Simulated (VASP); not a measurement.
# SrO (Fm-3m) in VASP: notebook, part 2 of 2

VASP 6.6.1. The steps go on from the part before.

### 3 Single point, PBE, non-collinear spin, zero start, spin-orbit coupling

This run uses another cell than the first one, of 17.17 Å³/atom.

Input file INCAR:

```
PREC = Accurate ; ENCUT = 520
EDIFF = 1E-6 ; ISMEAR = 0
SIGMA = 0.01 ; LREAL = F
LASPH = T ; NELM = 150
ALGO = Normal ; ISIF = 2
LWAVE = F ; LCHARG = F
LNONCOLLINEAR = T ; MAGMOM = 0 0 0 0 0 0
LORBIT = 11 ; LSORBIT = T
GGA_COMPAT = F ; LORBMOM = T
GGA = PE ; NBANDS = 28
```

Input file KPOINTS:

```
regular mesh
0
Gamma
  8 8 8
```

Input file POSCAR:

```
SrO
1.0
    0.0000000000      2.5798923523      2.5798923523
    2.5798923523      0.0000000000      2.5798923523
    2.5798923523      2.5798923523      0.0000000000
Sr O
1 1
Direct
    0.0000000000      0.0000000000      0.0000000000
    0.5000000000      0.5000000000      0.5000000000
```

Potentials or basis: VASP PAW PBE potentials, release 64 (Sr_sv, O).

Started as:

```bash
$ cat potpaw_PBE.64/Sr_sv/POTCAR potpaw_PBE.64/O/POTCAR > POTCAR
$ mpirun -np 1 vasp_ncl > vasp.out
```

OUTCAR:

```text
PREC = Accurate
   ENCUT = 520
   EDIFF = 1E-6
   ISMEAR = 0
   LREAL = F
   LASPH = T
   NELM = 150
   ISIF = 2
   LNONCOLLINEAR = T
   LORBIT = 11
   LSORBIT = T
   GGA = PE

 ion  position               nearest neighbor table
   1  0.000  0.000  0.000-   2 2.58   2 2.58   2 2.58   2 2.58   2 2.58   2 2.58
   2  0.500  0.500  0.500-   1 2.58   1 2.58   1 2.58   1 2.58   1 2.58   1 2.58

  LATTYP: Found a face centered cubic cell.
 ALAT       =     5.1597847046

  Lattice vectors:

 A1 = (   0.0000000000,   2.5798923523,   2.5798923523)
 A2 = (   2.5798923523,   0.0000000000,   2.5798923523)
 A3 = (   2.5798923523,   2.5798923523,   0.0000000000)

[... 1038 lines left out ...]
 l=   3
     0.0000000     0.0000000     0.0000000     0.0000000     0.0000000     0.0000000     0.0000000
     0.0000000     0.0000000     0.0000000     0.0000000     0.0000000     0.0000000     0.0000000
     0.0000000     0.0000000     0.0000000     0.0000000     0.0000000     0.0000000     0.0000000
     0.0000000     0.0000000     0.0000000     0.0000000     0.0000000     0.0000000     0.0000000
     0.0000000     0.0000000     0.0000000     0.0000000     0.0000000     0.0000000     0.0000000
     0.0000000     0.0000000     0.0000000     0.0000000     0.0000000     0.0000000     0.0000000
     0.0000000     0.0000000     0.0000000     0.0000000     0.0000000     0.0000000     0.0000000

 total charge

# of ion       s       p       d       tot
------------------------------------------
    1        2.016   5.833   0.254   8.102
    2        1.552   3.419   0.000   4.971
--------------------------------------------------
tot          3.568   9.252   0.254  13.074

 magnetization (x)

# of ion       s       p       d       tot
------------------------------------------
    1        0.000   0.000   0.000   0.000
    2        0.000   0.000   0.000   0.000
--------------------------------------------------
tot          0.000   0.000   0.000   0.000

 magnetization (y)

# of ion       s       p       d       tot
------------------------------------------
    1        0.000   0.000   0.000   0.000
    2        0.000   0.000   0.000   0.000
--------------------------------------------------
tot          0.000   0.000   0.000   0.000

 magnetization (z)

# of ion       s       p       d       tot
------------------------------------------
    1       -0.000  -0.000   0.000  -0.000
    2        0.000   0.000   0.000   0.000
--------------------------------------------------
tot         -0.000  -0.000   0.000  -0.000
```

It took 67 s on 1 thread of Intel Xeon Platinum 8259CL at 2.50GHz (Skylake/Cascade Lake), shared host; peak memory 0.26 GiB.

What came out:

```
Free energy                                           : -12.1351 eV
Pressure                                              : 2.4 GPa
Net moment                                            : 0.00 μB per cell
Valence electrons inside the program's atomic spheres : Sr 8.10; O 4.97
```

Moments on the atoms (μB; x, y, z):
```
Sr  0.00 0.00 0.00
O   0.00 0.00 0.00
```

### 4 Relaxation of cell and atoms, r2SCAN

This run uses another cell than the first one, of 17.52 Å³/atom.

Input file POSCAR:

```
SrO
1.0
    0.0000000000      2.5972737626      2.5972737626
    2.5972737626      0.0000000000      2.5972737626
    2.5972737626      2.5972737626      0.0000000000
Sr O
1 1
Direct
    0.0000000000      0.0000000000      0.0000000000
    0.5000000000      0.5000000000      0.5000000000
```

Input file INCAR.step1:

```
PREC = Accurate ; ENCUT = 600
ISMEAR = -1 ; SIGMA = 0.02
LREAL = F ; LASPH = T
NELM = 60 ; GGA = PE
ALGO = Normal ; EDIFF = 1E-4
LWAVE = T ; LCHARG = F
```

Input file INCAR.step2:

```
PREC = Accurate ; ENCUT = 600
EDIFF = 1E-7 ; ISMEAR = -1
SIGMA = 0.02 ; LREAL = F
LASPH = T ; NELM = 60
ALGO = Normal ; ISIF = 3
LWAVE = F ; LCHARG = F
METAGGA = R2SCAN ; LMIXTAU = T
IBRION = 2 ; NSW = 80
EDIFFG = -0.005 ; ISTART = 1
```

Input file KPOINTS:

```
Automatic mesh
0
Gamma
  8 8 8
```

Started as:

```bash
$ cat potpaw_PBE.64/Sr_sv/POTCAR potpaw_PBE.64/O/POTCAR > POTCAR
$ cp INCAR.step1 INCAR
$ mpirun -np 1 vasp_std > vasp.out
$ cp INCAR.step2 INCAR
$ mpirun -np 1 vasp_std > vasp.out
```

It took 4 min on 1 thread of Intel Xeon Platinum 8259CL at 2.50GHz (Skylake/Cascade Lake), shared host; peak memory 0.18 GiB.

Results (log left out):

- Free energy: -27.0592 eV
- Relaxed volume: 17.25 Å³/atom
- Relaxed cell: a = 3.654 Å, b = 3.654 Å, c = 3.654 Å, α = 60.00°, β = 60.00°, γ = 60.00°
- Space group after relaxing (to 0.1 Å): Fm-3m (No. 225)
- Energy gained by relaxing: 1.2 meV/atom
- Ionic steps: 3
- Pressure after relaxing: 0.0 GPa
- Band gap on the k mesh: 3.75 eV (least direct gap 3.85 eV)

The path:
```csv
step,energy change (eV),largest force (eV/Å),pressure (GPa),volume (Å³)
1,0.0000,0.0000,-1.40,35.04
2,-0.0019,0.0000,0.63,34.27
3,-0.0024,0.0000,0.00,34.50
```

Final structure:
```
Sr O
1.0
     0.00000    2.58383    2.58383
     2.58383    0.00000    2.58383
     2.58383    2.58383    0.00000
Sr O
1 1
Direct
  0.00000 0.00000 0.00000
  0.50000 0.50000 0.50000
```

Levels at points of the mesh, in eV from the valence-band top:
| k point | band 5 | band 6 | band 7 | band 8 | band 9 | band 10 | band 11 | band 12 |
| --- | --- | --- | --- | --- | --- | --- | --- | --- |
| (0.00, 0.00, 0.00) | -14.56 | 0.00 | 0.00 | 0.00 | 4.55 | 6.74 | 6.74 | 6.74 |
| (0.50, 0.00, 0.00) | -13.55 | -2.09 | -1.10 | -1.10 | 7.05 | 8.96 | 9.40 | 9.40 |
| (0.50, 0.50, 0.00) | -14.91 | -0.45 | -0.10 | -0.10 | 3.75 | 8.41 | 10.82 | 10.98 |

Caveat: the PAW data sets were made with another functional, which shifts forces and pressure a little.

### 5 Overview

| task | level | spin | cell | k mesh | cutoff (eV) | smearing | grid for exact exchange (PRECFOCK) | share of exact exchange | screening parameter | gap on the mesh (eV) | pressure (GPa) |
| --- | --- | --- | --- | --- | --- | --- | --- | --- | --- | --- | --- |
| single point | HSE06 | off | a = 3.644 Å, angles 60.0°, 2 atoms | 6 × 6 × 6 | 520 | fermi-dirac 0.02 eV | Normal | 0.25 | 0.2079 1/Å | 4.74 | 0.5 |
| single point | PBE | non-collinear, zero start, SOC | a = 3.649 Å, angles 60.0°, 2 atoms | 8 × 8 × 8 | 520 | gaussian 0.01 eV | - | - | - | - | 2.4 |
| relaxation of cell and atoms | r2SCAN | off | relaxed from a = 3.673 Å, angles 60.0°, 2 atoms | 8 × 8 × 8 | 600 | fermi-dirac 0.02 eV | - | - | - | 3.75 | 0.0 |

Alike in all rows: potentials or basis VASP PAW PBE potentials, release 64 (Sr_sv, O).

Caveats: the PAW data sets were made with another functional, which shifts forces and pressure a little (at least some runs).

Total energies depend on the potentials used, so only differences within one code and one set of settings carry meaning.
